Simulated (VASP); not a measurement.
# TaN in VASP: further runs

TaN is run at these levels: PBEsol; tasks: single point.

Program: VASP 6.6.1. These are calculated values, not measurements. Logs are shortened: lines on timing, memory, paths and dates and some standing lists are left out, and cuts for length are marked.

### Step 1. The cell of the first run

The structure is cubic, space group Fm-3m (No. 225). The conventional cell has a = 4.249 Å, b = 4.249 Å, c = 4.249 Å, α = 90.00°, β = 90.00°, γ = 90.00°. Ta (site symmetry m-3m) has 6 N at 2.12 Å within 2.8 Å. Within 2.8 Å of N (site symmetry m-3m) lie 6 Ta at 2.12 Å.

### Step 2. Single point, PBEsol (strain -0.025 along x and y, -0.025 along z)

INCAR reads:

```
SYSTEM = TaN
PREC = Accurate
ENCUT = 520
EDIFF = 1E-7
ISMEAR = 0
SIGMA = 0.15
LREAL = .FALSE.
LASPH = .TRUE.
NELM = 100
ALGO = Normal
ISIF = 2
LWAVE = .FALSE.
LCHARG = .TRUE.
GGA = PS
LELF = .TRUE.
LVHAR = .TRUE.
NBANDS = 15
```

KPOINTS reads:

```
Automatic mesh
0
G
  18 18 18
  0 0 0
```

POSCAR reads:

```
TaN
1.0
    0.0000000000      2.1245250000      2.1245250000
    2.1245250000      0.0000000000      2.1245250000
    2.1245250000      2.1245250000      0.0000000000
Ta N
1 1
Direct
    0.5000000000      0.5000000000      0.5000000000
    0.0000000000      0.0000000000      0.0000000000
```

Potentials or basis: VASP PAW PBE potentials, release 64 (Ta_pv, N).

The run is started by

```console
$ cat potpaw_PBE.64/Ta_pv/POTCAR potpaw_PBE.64/N/POTCAR > POTCAR
$ mpirun -np 1 vasp_std > vasp.out
```

OUTCAR:

```text
SYSTEM = TaN
   PREC = Accurate
   ENCUT = 520
   EDIFF = 1E-7
   ISMEAR = 0
   LREAL = .FALSE.
   LASPH = .TRUE.
   NELM = 100
   ISIF = 2
   GGA = PS

 ion  position               nearest neighbor table
   1  0.500  0.500  0.500-   2 2.12   2 2.12   2 2.12   2 2.12   2 2.12   2 2.12
   2  0.000  0.000  0.000-   1 2.12   1 2.12   1 2.12   1 2.12   1 2.12   1 2.12

  LATTYP: Found a face centered cubic cell.
 ALAT       =     4.2490500000

  Lattice vectors:

 A1 = (   0.0000000000,   2.1245250000,   2.1245250000)
 A2 = (   2.1245250000,   0.0000000000,   2.1245250000)
 A3 = (   2.1245250000,   2.1245250000,   0.0000000000)

Analysis of symmetry for initial positions (statically):
=====================================================================
 Subroutine PRICEL returns:
 Original cell was already a primitive cell.

 Routine SETGRP: Setting up the symmetry group for a
 face centered cubic supercell.

 Subroutine GETGRP returns: Found 48 space group operations
 (whereof 48 operations were pure point group operations)
 out of a pool of 48 trial point group operations.

The static configuration has the point symmetry O_h .

Analysis of symmetry for dynamics (positions and initial velocities):
=====================================================================
 Subroutine PRICEL returns:
 Original cell was already a primitive cell.

 Routine SETGRP: Setting up the symmetry group for a
 face centered cubic supercell.

 Subroutine GETGRP returns: Found 48 space group operations
 (whereof 48 operations were pure point group operations)
 out of a pool of 48 trial point group operations.

The dynamic configuration has the point symmetry O_h .

 Subroutine INISYM returns: Found 48 space group operations
 (whereof 48 operations are pure point group operations),
 and found     1 'primitive' translations

----------------------------------------------------------------------------------------

                                     Primitive cell

  volume of cell :      19.1785

  direct lattice vectors                    reciprocal lattice vectors
     0.000000000  2.124525000  2.124525000    -0.235346725  0.235346725  0.235346725
     2.124525000  0.000000000  2.124525000     0.235346725 -0.235346725  0.235346725
     2.124525000  2.124525000  0.000000000     0.235346725  0.235346725 -0.235346725

  length of vectors
     3.004532069  3.004532069  3.004532069     0.407632484  0.407632484  0.407632484

  position of ions in fractional coordinates (direct lattice)
     0.500000000  0.500000000  0.500000000
     0.000000000  0.000000000  0.000000000

  ion indices of the primitive-cell ions
   primitive index   ion index
                 1           1
                 2           2

----------------------------------------------------------------------------------------

 KPOINTS: Automatic mesh

Automatic generation of k-mesh.
 Grid dimensions read from file:
 generate k-points for:   18   18   18

 Generating k-lattice:

  Cartesian coordinates                     Fractional coordinates (reciprocal lattice)
    -0.013074818  0.013074818  0.013074818     0.055555556  0.000000000  0.000000000
     0.013074818 -0.013074818  0.013074818     0.000000000  0.055555556  0.000000000
     0.013074818  0.013074818 -0.013074818     0.000000000  0.000000000  0.055555556

  Length of vectors
     0.022646249  0.022646249  0.022646249

  Shift w.r.t. Gamma in fractional coordinates (k-lattice)
     0.000000000  0.000000000  0.000000000

 Subroutine IBZKPT returns following result:
 ===========================================

 Found    195 irreducible k-points:

 Following reciprocal coordinates:
            Coordinates               Weight
  0.000000  0.000000  0.000000      1.000000
  0.055556  0.000000  0.000000      8.000000
  0.111111  0.000000  0.000000      8.000000
  0.166667  0.000000  0.000000      8.000000
  0.222222  0.000000  0.000000      8.000000
  0.277778  0.000000  0.000000      8.000000
[... 16 lines left out ...]
 -0.277778  0.055556  0.000000     24.000000
 -0.222222  0.055556  0.000000     24.000000
 [... further k-points ...]
   k-points           NKPTS =    195   k-points in BZ     NKDIM =    195   number of bands    NBANDS=     15
   number of dos      NEDOS =    301   number of ions     NIONS =      2
   total plane-waves  NPLWV =  13824
   dimension x,y,z NGX =    24 NGY =   24 NGZ =   24
   dimension x,y,z NGXF=    48 NGYF=   48 NGZF=   48
   ions per type =               1   1
   NGX,Y,Z   is equivalent  to a cutoff of  13.28, 13.28, 13.28 a.u.
   NGXF,Y,Z  is equivalent  to a cutoff of  26.56, 26.56, 26.56 a.u.
 SYSTEM =  TaN
   PREC   = accura    normal or accurate (medium, high low for compatibility)
   ISTART =      0    job   : 0-new  1-cont  2-samecut
   ICHARG =      2    charge: 1-file 2-atom 10-const
   ISPIN  =      1    spin polarized calculation?
   LNONCOLLINEAR =      F non collinear calculations
   LSORBIT =      F    spin-orbit coupling
   LASPH  =      T    aspherical Exc in radial PAW
   ENCUT  =  520.0 eV  38.22 Ry    6.18 a.u.   5.59  5.59  5.59*2*pi/ulx,y,z
   NELM   =    100;   NELMIN=  2; NELMDL= -5     # of ELM steps
   EDIFF  = 0.1E-06   stopping-criterion for ELM
   LREAL  =      F    real-space projection
   EDIFFG = 0.1E-05   stopping-criterion for IOM
   NSW    =      0    number of steps for IOM
   IBRION =     -1    ionic relax: 0-MD 1-quasi-New 2-CG
   NFREE  =      0    steps in history (QN), initial steepest desc. (CG)
   ISIF   =      2    stress and relaxation
   ISYM   =      2    0-nonsym 1-usesym 2-fastsym
   POTIM  = 0.5000    time-step for ionic-motion
   TEBEG  =    0.0;   TEEND  =   0.0 temperature during run
   PSTRESS=    0.0 pullay stress
   NELECT =      16.0000    total number of electrons
   NUPDOWN=      -1.0000    fix difference up-down
   EMIN   =  10.00;   EMAX   =-10.00  energy-range for DOS
   EFERMI =   0.00;   METHOD = LEGACY
   ISMEAR =     0;   SIGMA  =   0.15  broadening in eV -4-tet -1-fermi 0-gaus
   EFERMI_NEDOS =   21; number of points for ismear=-14 and -15
   IALGO  =     38    algorithm
   IMIX   =      4    mixing-type and parameters
     AMIX     =   0.40;   BMIX     =  1.00
     AMIX_MAG =   1.60;   BMIX_MAG =  1.00
  volume/ion in A,a.u.               =       9.59        64.71
  Fermi-wavevector in a.u.,A,eV,Ry     =   1.541143  2.912338 32.315500  2.375122
  Thomas-Fermi vector in A             =   2.647131
   LORBIT       =      0    0 simple, 1 ext, 2 COOP (PROOUT), +10 PAW based schemes
   GGA     = PS    functional components
   LHFCALC =     F    Hartree Fock is set to
   AEXX    =    0.0000 exact exchange contribution
   IVDW    =     0    specifies the selected vdW correction
   LEPSILON=     F    determine dielectric tensor
   LRPA    =     F    only Hartree local field effects (RPA)
 non-spin polarized calculation
 Gauss-broadening in eV      SIGMA  =   0.15
  energy-cutoff  :      520.00
  volume of cell :       19.18
 maximum number of plane-waves:       534
   NGX = 11   NGY = 11   NGZ = 11

 number of electron      15.9999999 magnetization

 Free energy of the ion-electron system (eV)
  ---------------------------------------------------
  ext. energy  EPLUGINS =         0.00000000
  ---------------------------------------------------
  free energy    TOTEN  =       -23.00735164 eV

  energy without entropy =      -22.99875049  energy(sigma->0) =      -23.00305106

 E-fermi :  10.5922     XC(G=0): -14.1658

 val. band max:       10.5829312137   @ k =   0.2778   0.0556   0.0000
 cond. band min:      10.5927929240   @ k =  -0.2778   0.3333   0.1111
 fundamental gap:      0.0098617102
 Fermi energy:        10.5921774449

 k-point     1 :       0.0000    0.0000    0.0000
  band No.  band energies     occupation
      1     -24.9195      2.00000
      2     -24.9195      2.00000
      3     -24.9195      2.00000
      4      -9.0865      2.00000
      5       6.4948      2.00000
      6       6.4948      2.00000
      7       6.4948      2.00000
      8       8.1421      2.00000
      9       8.1421      2.00000
     10       8.1421      2.00000
     11      10.6294      0.72537
     12      10.6294      0.72537
     13      13.0765      0.00000
     14      19.9929      0.00000
     15      23.1935      0.00000

 k-point     2 :       0.0556    0.0000    0.0000
  band No.  band energies     occupation
      1     -24.9622      2.00000
      2     -24.9230      2.00000
      3     -24.9230      2.00000
      4      -8.9922      2.00000
      5       6.0340      2.00000
      6       6.1657      2.00000
      7       6.1657      2.00000
      8       8.2920      2.00000
      9       8.2920      2.00000
     10       8.3784      2.00000
     11      10.9994      0.00012
     12      10.9994      0.00012
     13      13.2999      0.00000
     14      20.2623      0.00000
     15      23.1933      0.00000

 k-point     3 :       0.1111    0.0000    0.0000
  band No.  band energies     occupation
      1     -25.0831      2.00000
      2     -24.9331      2.00000
      3     -24.9331      2.00000
      4      -8.7187      2.00000
      5       5.0818      2.00000
      6       5.4668      2.00000
      7       5.4668      2.00000
      8       8.6375      2.00000
      9       8.6375      2.00000
     10       8.7477      2.00000
     11      11.9169      0.00000
     12      11.9169      0.00000
     13      13.8961      0.00000
     14      21.0264      0.00000
     15      23.1928      0.00000
[... 343 lines left out ...]
 k-point    23 :      -0.2778    0.0556    0.0000
  band No.  band energies     occupation
      1     -25.7594      2.00000
      2     -25.0391      2.00000
      3     -24.9784      2.00000
      4      -6.9084      2.00000
      5       1.4423      2.00000
      6       3.0173      2.00000
      7       3.4290      2.00000
      8      10.0244      2.00000
      9      10.3906      1.94257
     10      11.5179      0.00000
     11      15.1439      0.00000
     12      16.6582      0.00000
     13      16.8676      0.00000
     14      23.1656      0.00000
     15      24.1177      0.00000

 k-point    24 :      -0.2222    0.0556    0.0000
  band No.  band energies     occupation
      1     -25.5520      2.00000
      2     -25.0183      2.00000
      3     -24.9575      2.00000
      4      -7.5098      2.00000
      5       2.4023      2.00000
      6       3.5414      2.00000
      7       4.0267      2.00000
      8       9.5170      2.00000
      9       9.6512      2.00000
     10      10.7417      0.15862
     11      13.9220      0.00000
     12      15.5930      0.00000
     13      16.0761      0.00000
     14      23.1814      0.00000
     15      23.7956      0.00000

 [... further k-points ...]
[... 5 lines left out ...]
  --------------------------------------------------------------------------------------
  -------------------------------------------------------------------------------------
  Total        4.7589341      4.7589341      4.7589341      0.0000000      0.0000000      0.0000000
  in kB      397.5618838    397.5618838    397.5618838      0.0000000      0.0000000      0.0000000
  external PRESSURE =     397.5618838 kB  Pullay stress =       0.0000000 kB

 VOLUME and BASIS-vectors are now :
 -----------------------------------------------------------------------------
  energy-cutoff  :      520.00
  volume of cell :       19.18
      direct lattice vectors                 reciprocal lattice vectors
     0.000000000  2.124525000  2.124525000    -0.235346725  0.235346725  0.235346725
     2.124525000  0.000000000  2.124525000     0.235346725 -0.235346725  0.235346725
     2.124525000  2.124525000  0.000000000     0.235346725  0.235346725 -0.235346725

 POSITION                                       TOTAL-FORCE (eV/Angst)
 -----------------------------------------------------------------------------------
      2.12453      2.12453      2.12453        -0.000000      0.000000     -0.000000
      0.00000      0.00000      0.00000         0.000000     -0.000000      0.000000
 -----------------------------------------------------------------------------------
    total drift:                                0.000000     -0.000000     -0.000000

  FREE ENERGIE OF THE ION-ELECTRON SYSTEM (eV)
  ---------------------------------------------------
  free  energy   TOTEN  =       -23.0073516402 eV

  energy  without entropy=      -22.9987504881  energy(sigma->0) =      -23.00305106
```

Wall time 45 s (1 thread of Intel Xeon 8259CL, shared host); peak memory 0.18 GiB.

Results:

```
Free energy            : -23.0074 eV
Pressure               : 39.8 GPa
Band gap on the k mesh : zero (bands 8 and 9 overlap by 4.69 eV)
```

Caveat: the cell differs from its parent crystal (strain -0.025 along x and y, -0.025 along z); the cell stands under pressure; the PAW data sets were made with another functional, which shifts forces and pressure a little; spin-orbit coupling is left out, which moves the levels of the heavy elements.

### Step 3. Single point, PBEsol (strain +0.025 along x and y, +0.025 along z)

INCAR reads:

```
PREC = Accurate
ENCUT = 520
EDIFF = 1E-6
ISMEAR = 0
SIGMA = 0.15
LREAL = F
LASPH = T
NELM = 100
ALGO = Normal
ISIF = 2
LWAVE = F
LCHARG = F
GGA = PS
NBANDS = 15
```

KPOINTS reads:

```
Automatic mesh
0
Gamma
  18 18 18
```

POSCAR reads:

```
TaN
1.0
    0.0000000000      2.2334750000      2.2334750000
    2.2334750000      0.0000000000      2.2334750000
    2.2334750000      2.2334750000      0.0000000000
Ta N
1 1
Direct
    0.5000000000      0.5000000000      0.5000000000
    0.0000000000      0.0000000000      0.0000000000
```

Potentials or basis: VASP PAW PBE potentials, release 64 (Ta_pv, N).

The run is started by

```console
$ cat potpaw_PBE.64/Ta_pv/POTCAR potpaw_PBE.64/N/POTCAR > POTCAR
$ mpirun -np 1 vasp_std > vasp.out
```

It took 63 s on 1 thread of Intel Xeon 8259CL, shared host; peak memory 0.19 GiB.

It converged, with:

| Quantity | Value |
| --- | --- |
| Free energy | -23.1403 eV |
| Pressure | -18.5 GPa |
| Band gap on the k mesh | zero (bands 8 and 9 overlap by 3.77 eV) |

Levels at points of the mesh, in eV from the Fermi level:
| k point | band 5 | band 6 | band 7 | band 8 | band 9 | band 10 | band 11 | band 12 |
| --- | --- | --- | --- | --- | --- | --- | --- | --- |
| (0.00, 0.00, 0.00) | -3.66 | -3.66 | -3.66 | -2.00 | -2.00 | -2.00 | 0.01 | 0.01 |
| (0.50, 0.00, 0.00) | -10.02 | -7.25 | -7.25 | 1.76 | 1.76 | 1.86 | 3.65 | 7.07 |
| (0.50, 0.50, 0.00) | -6.53 | -5.18 | -4.50 | -4.50 | 1.94 | 3.30 | 3.30 | 4.08 |

Caveat: the cell differs from its parent crystal (strain +0.025 along x and y, +0.025 along z); the cell stands under tension; the PAW data sets were made with another functional, which shifts forces and pressure a little; spin-orbit coupling is left out, which moves the levels of the heavy elements.

### Step 4. Single point, PBEsol (strain +0.000 along x and y, -0.025 along z)

INCAR reads:

```
PREC = Accurate
ENCUT = 520
EDIFF = 1E-7
ISMEAR = 0
SIGMA = 0.15
LREAL = F
LASPH = T
NELM = 80
ALGO = Normal
ISIF = 2
LWAVE = F
LCHARG = F
GGA = PS
NBANDS = 15
```

KPOINTS is that of step 3.

POSCAR reads:

```
TaN
1.0
    0.0000000000      2.1790000000      2.1245250000
    2.1790000000      0.0000000000      2.1245250000
    2.1790000000      2.1790000000      0.0000000000
Ta N
1 1
Direct
    0.5000000000      0.5000000000      0.5000000000
    0.0000000000      0.0000000000      0.0000000000
```

The run is started by

```console
$ cat potpaw_PBE.64/Ta_pv/POTCAR potpaw_PBE.64/N/POTCAR > POTCAR
$ mpirun -np 1 vasp_std > vasp.out
```

It took 3.4 min on 1 thread of Intel Xeon 8259CL, shared host; peak memory 0.26 GiB.

Results (log left out):

```
Free energy            : -23.1564 eV
Pressure               : 16.3 GPa
Band gap on the k mesh : zero (bands 8 and 9 overlap by 4.33 eV)
```

Stress tensor (GPa, compression positive):
```
 9.58  0.00  0.00
 0.00  9.58  0.00
 0.00  0.00 29.87
```

Levels at points of the mesh, in eV from the Fermi level:
| k point | band 5 | band 6 | band 7 | band 8 | band 9 | band 10 | band 11 | band 12 |
| --- | --- | --- | --- | --- | --- | --- | --- | --- |
| (0.00, 0.00, 0.00) | -4.00 | -4.00 | -3.85 | -2.39 | -2.39 | -2.07 | -0.16 | 0.08 |
| (0.50, 0.00, 0.00) | -10.85 | -8.00 | -7.98 | 1.94 | 2.18 | 2.22 | 3.97 | 7.79 |
| (0.50, 0.50, 0.00) | -6.53 | -5.91 | -4.83 | -4.83 | 2.28 | 3.86 | 3.86 | 5.18 |
| (0.50, 0.00, 0.50) | -6.83 | -5.86 | -4.76 | -4.62 | 2.21 | 3.68 | 4.03 | 5.16 |

Caveat: the cell differs from its parent crystal (strain +0.000 along x and y, -0.025 along z); the stress differs along the axes, from 10 to 30 GPa; the PAW data sets were made with another functional, which shifts forces and pressure a little; spin-orbit coupling is left out, which moves the levels of the heavy elements.

### Step 5. Summary

| cell | gap on the mesh (eV) | pressure (GPa) |
| --- | --- | --- |
| a = 3.005 Å, angles 60.0°, 2 atoms | none | 39.8 |
| a = 3.159 Å, angles 60.0°, 2 atoms | none | -18.5 |
| a = 3.043, b = 3.043, c = 3.082 Å, angles 59.6, 59.6, 60.8°, 2 atoms | none | 16.3 |

Alike in all rows: task single point; level PBEsol; potentials or basis VASP PAW PBE potentials, release 64 (Ta_pv, N); no spin polarisation; k mesh 18 × 18 × 18; cutoff (eV) 520; smearing gaussian 0.15 eV.

Caveats: the PAW data sets were made with another functional, which shifts forces and pressure a little; spin-orbit coupling is left out, which moves the levels of the heavy elements; the cell stands under pressure (at least some runs); the cell stands under tension (at least some runs); the stress differs along the axes, from 10 to 30 GPa (at least some runs).

Absolute energies hang on the potentials; compare differences alone.
